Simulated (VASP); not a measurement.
# WSe2 (P1) in VASP: a series of runs

Runs on WSe2. Level: PBE. Tasks: single point.

All numbers are computed with VASP 6.6.1; they aren't measurements. Logs are shortened: lines on timing, memory, paths and dates and some standing lists are left out, and cuts for length are marked.

## (1) The cell of the first run

The typed cell holds 6 atoms: a = 3.321 Å, b = 3.321 Å, c = 15.315 Å, α = 87.51°, β = 85.02°, γ = 60.00°.

## (2) Single point, PBE

Input file INCAR:

```
ALGO = Normal
EDIFF = 1E-6
ENCUT = 520
GGA = PE
ISIF = 2
ISMEAR = 0
LASPH = T
LCHARG = F
LREAL = F
LWAVE = F
NBANDS = 35
NELM = 100
PREC = Accurate
SIGMA = 0.05
```

Input file KPOINTS:

```
k-points
0
Gamma
  9 9 2
```

Input file POSCAR:

```
WSe2
1.0
   -3.3206937274      0.0000000000      0.0000000000
   -1.6603468637     -2.8758051261      0.0000000000
   -1.3282774910      0.0000000000     15.2573262715
W Se
2 4
Direct
    0.3113333333      0.3333333333      0.0550000000
    0.4446666667      0.6666666667      0.5550000000
    0.1553253639      0.3333333333      0.4450199235
    0.2886586973      0.6666666667      0.9450199235
    0.0673413027      0.3333333333      0.6649800765
    0.6006746361      0.6666666667      0.1649800765
```

Potentials or basis: VASP PAW PBE potentials, release 64 (W_sv, Se).

On the command line:

```console
$ cat potpaw_PBE.64/W_sv/POTCAR potpaw_PBE.64/Se/POTCAR > POTCAR
$ mpirun -np 1 vasp_std > vasp.out
```

OUTCAR:

```text
EDIFF = 1E-6
   ENCUT = 520
   GGA = PE
   ISIF = 2
   ISMEAR = 0
   LASPH = T
   LREAL = F
   NELM = 100
   PREC = Accurate

 ion  position               nearest neighbor table
   1  0.311  0.333  0.055-   4 1.96   6 2.55   6 2.55   6 2.55   4 2.87
   2  0.445  0.667  0.555-   3 2.55   5 2.55   3 2.55   5 2.55   5 2.55   3 2.55
   3  0.155  0.333  0.445-   2 2.55   2 2.55   2 2.55
   4  0.289  0.667  0.945-   1 1.96   1 2.87
   5  0.067  0.333  0.665-   2 2.55   2 2.55   2 2.55
   6  0.601  0.667  0.165-   1 2.55   1 2.55   1 2.55

  LATTYP: Found a base centered monoclinic cell.
 ALAT       =     3.3206937274
 B/A-ratio  =     1.7320508076
 C/A-ratio  =     4.6119989387
 COS(beta)  =    -0.0867302888

  Lattice vectors:

 A1 = (   1.6603468637,  -2.8758051261,   0.0000000000)
 A2 = (   1.6603468637,   2.8758051261,   0.0000000000)
 A3 = (  -1.3282774910,   0.0000000000,  15.2573262715)

Analysis of symmetry for initial positions (statically):
=====================================================================
 Subroutine PRICEL returns:
 Original cell was already a primitive cell.

 Routine SETGRP: Setting up the symmetry group for a
 base centered monoclinic supercell.

 Subroutine GETGRP returns: Found  1 space group operations
 (whereof  1 operations were pure point group operations)
 out of a pool of  4 trial point group operations.

The static configuration has the point symmetry C_1 .

Analysis of symmetry for dynamics (positions and initial velocities):
=====================================================================
 Subroutine PRICEL returns:
 Original cell was already a primitive cell.

 Routine SETGRP: Setting up the symmetry group for a
 base centered monoclinic supercell.

 Subroutine GETGRP returns: Found  1 space group operations
 (whereof  1 operations were pure point group operations)
 out of a pool of  4 trial point group operations.

The dynamic configuration has the point symmetry C_1 .

 Subroutine INISYM returns: Found  1 space group operations
 (whereof  1 operations are pure point group operations),
 and found     1 'primitive' translations

----------------------------------------------------------------------------------------

                                     Primitive cell

  volume of cell :     145.7024

[... 92 lines left out ...]
   LSORBIT =      F    spin-orbit coupling
   LASPH  =      T    aspherical Exc in radial PAW
   ENCUT  =  520.0 eV  38.22 Ry    6.18 a.u.   6.17  6.17 28.48*2*pi/ulx,y,z
   NELM   =    100;   NELMIN=  2; NELMDL= -5     # of ELM steps
   EDIFF  = 0.1E-05   stopping-criterion for ELM
   LREAL  =      F    real-space projection
   EDIFFG = 0.1E-04   stopping-criterion for IOM
   NSW    =      0    number of steps for IOM
   IBRION =     -1    ionic relax: 0-MD 1-quasi-New 2-CG
   NFREE  =      0    steps in history (QN), initial steepest desc. (CG)
   ISIF   =      2    stress and relaxation
   ISYM   =      2    0-nonsym 1-usesym 2-fastsym
   POTIM  = 0.5000    time-step for ionic-motion
   TEBEG  =    0.0;   TEEND  =   0.0 temperature during run
   PSTRESS=    0.0 pullay stress
   NELECT =      52.0000    total number of electrons
   NUPDOWN=      -1.0000    fix difference up-down
   EMIN   =  10.00;   EMAX   =-10.00  energy-range for DOS
   EFERMI =   0.00;   METHOD = LEGACY
   ISMEAR =     0;   SIGMA  =   0.05  broadening in eV -4-tet -1-fermi 0-gaus
   EFERMI_NEDOS =   21; number of points for ismear=-14 and -15
   IALGO  =     38    algorithm
   IMIX   =      4    mixing-type and parameters
     AMIX     =   0.40;   BMIX     =  1.00
     AMIX_MAG =   1.60;   BMIX_MAG =  1.00
  volume/ion in A,a.u.               =      24.28       163.87
  Fermi-wavevector in a.u.,A,eV,Ry     =   1.161236  2.194417 18.347025  1.348468
  Thomas-Fermi vector in A             =   2.297810
   LORBIT       =      0    0 simple, 1 ext, 2 COOP (PROOUT), +10 PAW based schemes
   GGA     = PE    functional components
   LHFCALC =     F    Hartree Fock is set to
   AEXX    =    0.0000 exact exchange contribution
   IVDW    =     0    specifies the selected vdW correction
   LEPSILON=     F    determine dielectric tensor
   LRPA    =     F    only Hartree local field effects (RPA)
 non-spin polarized calculation
 Gauss-broadening in eV      SIGMA  =   0.05
  energy-cutoff  :      520.00
  volume of cell :      145.70
 maximum number of plane-waves:      3951
 NGX is ok and might be reduce to    28
   NGX = 13   NGY = 13   NGZ = 57

 number of electron      52.0000000 magnetization

 Free energy of the ion-electron system (eV)
  ---------------------------------------------------
  ext. energy  EPLUGINS =         0.00000000
  ---------------------------------------------------
  free energy    TOTEN  =       -38.83195757 eV

  energy without entropy =      -38.83044492  energy(sigma->0) =      -38.83120125

 E-fermi :   5.1825     XC(G=0):  -9.4960

 val. band max:        5.1823558019   @ k =   0.3333   0.0000   0.0000
 cond. band min:       5.1869930043   @ k =   0.4444   0.0000   0.5000
 fundamental gap:      0.0046372024
 Fermi energy:         5.1824875082

 k-point     1 :       0.0000    0.0000    0.0000
  band No.  band energies     occupation
      1     -69.9574      2.00000
      2     -69.5643      2.00000
      3     -34.4735      2.00000
      4     -34.1769      2.00000
      5     -34.0749      2.00000
      6     -34.0745      2.00000
[... 901 lines left out ...]
     34       7.8736      0.00000
     35      10.1851      0.00000

 [... further k-points ...]
[... 5 lines left out ...]
  --------------------------------------------------------------------------------------
  -------------------------------------------------------------------------------------
  Total        0.7430030      9.8363036     23.7564994      1.7814505     14.3285127      5.1108035
  in kB        8.1702332    108.1622711    261.2319664     19.5892423    157.5596425     56.1995788
  external PRESSURE =     125.8548235 kB  Pullay stress =       0.0000000 kB

 VOLUME and BASIS-vectors are now :
 -----------------------------------------------------------------------------
  energy-cutoff  :      520.00
  volume of cell :      145.70
      direct lattice vectors                 reciprocal lattice vectors
    -3.320693727  0.000000000  0.000000000    -0.301141894  0.173864354 -0.026216913
    -1.660346864 -2.875805126  0.000000000     0.000000000 -0.347728708  0.000000000
    -1.328277491  0.000000000 15.257326272     0.000000000  0.000000000  0.065542283

 POSITION                                       TOTAL-FORCE (eV/Angst)
 -----------------------------------------------------------------------------------
     -1.66035     -0.95860      0.83915         2.461640      6.788457     13.746596
     -3.32069     -1.91720      8.46782        -0.000918     -0.000447     -0.000409
     -1.66035     -0.95860      6.78981         0.000275     -0.000104     -0.053425
     -3.32069     -1.91720     14.41848        -2.751886     -7.659946    -13.919208
     -1.66035     -0.95860     10.14582        -0.000011     -0.000799      0.051257
     -3.32069     -1.91720      2.51715         0.290901      0.872838      0.175189
 -----------------------------------------------------------------------------------
    total drift:                                0.000279      0.000004      0.000273

  FREE ENERGIE OF THE ION-ELECTRON SYSTEM (eV)
  ---------------------------------------------------
  free  energy   TOTEN  =       -38.8319575669 eV

  energy  without entropy=      -38.8304449244  energy(sigma->0) =      -38.83120125
```

stdout:

```text
POSCAR found type information on POSCAR W Se
 POSCAR found :  2 types and       6 ions
 scaLAPACK will be used
 LDA part: xc-table for (Slater+PW92), standard interpolation
 POSCAR, INCAR and KPOINTS ok, starting setup
 FFT: planning ... GRIDC
 FFT: planning ... GRID_SOFT
 FFT: planning ... GRID
 WAVECAR not read
 entering main loop
```

Wall time 15 min (1 thread of AMD EPYC 7R13 (Zen 3), shared host); peak memory 0.48 GiB.

What came out:

* Free energy: -38.8320 eV
* Pressure: 12.6 GPa
* Largest force: 16.124 eV/Å
* Band gap on the k mesh: zero (band 26 reaches 5.19 eV, above the bottom of band 27 at 5.18 eV)

Forces on the atoms (eV/Å):
```
W     2.462   6.788  13.747
W    -0.001   0.000   0.000
Se    0.000   0.000  -0.053
Se   -2.752  -7.660 -13.919
Se    0.000  -0.001   0.051
Se    0.291   0.873   0.175
```

Caveat: spin-orbit coupling is left out, which moves the levels of the heavy elements; forces of over 1 eV/Å act on the atoms, so gaps and moduli don't describe the material at rest.

## (3) Single point, PBE

Input file INCAR:

```
ALGO = Normal
EDIFF = 1E-7
ENCUT = 520
GGA = PE
ISIF = 2
ISMEAR = 0
LASPH = True
LCHARG = True
LELF = True
LREAL = False
LVHAR = True
LWAVE = False
NBANDS = 35
NELM = 100
PREC = Accurate
SIGMA = 0.05
```

KPOINTS is that of step 2.

Input file POSCAR:

```
WSe2
1.0
   -3.3206937274      0.0000000000      0.0000000000
   -1.6603468637     -2.8758051261      0.0000000000
   -0.6641387455      0.0000000000     15.2573262715
W Se
2 4
Direct
    0.3223333333      0.3333333333      0.0550000000
    0.5556666667      0.6666666667      0.5550000000
    0.2443293486      0.3333333333      0.4450199235
    0.4776626820      0.6666666667      0.9450199235
    0.2003373180      0.3333333333      0.6649800765
    0.6336706514      0.6666666667      0.1649800765
```

Potentials or basis: VASP PAW PBE potentials, release 64 (W_sv, Se).

On the command line:

```console
$ cat potpaw_PBE.64/W_sv/POTCAR potpaw_PBE.64/Se/POTCAR > POTCAR
$ mpirun -np 1 vasp_std > vasp.out
```

It took 14 min on 1 thread of AMD EPYC 7R13 (Zen 3), shared host; peak memory 0.48 GiB.

The run converged. Its results:

```
Free energy            : -41.4905 eV
Pressure               : 4.7 GPa
Largest force          : 6.988 eV/Å
Band gap on the k mesh : 0.28 eV, indirect (least direct gap 0.85 eV)
```

Forces in eV/Å, atoms in the order of the input:
```
W    4.784  1.916  4.370
W   -0.001  0.000  0.001
Se   0.000  0.000 -0.050
Se  -4.741 -2.349 -4.565
Se  -0.001  0.000  0.050
Se  -0.041  0.432  0.194
```

Stress tensor (GPa, compression positive):
```
1.98 2.48 8.68
2.48 3.29 5.13
8.68 5.13 8.92
```

Levels at points of the mesh, in eV from the valence-band top:
| k point | band 22 | band 23 | band 24 | band 25 | band 26 | band 27 | band 28 | band 29 | band 30 | band 31 |
| --- | --- | --- | --- | --- | --- | --- | --- | --- | --- | --- |
| (0.00, 0.00, 0.00) | -1.80 | -1.80 | -1.08 | -0.72 | -0.44 | 0.43 | 1.72 | 2.33 | 2.33 | 2.50 |
| (0.00, 0.00, 0.50) | -1.80 | -1.80 | -0.89 | -0.84 | -0.43 | 0.43 | 1.72 | 2.33 | 2.33 | 2.50 |

Caveat: spin-orbit coupling is left out, which moves the levels of the heavy elements; forces of over 1 eV/Å act on the atoms, so gaps and moduli don't describe the material at rest. A k mesh can miss the band edges.
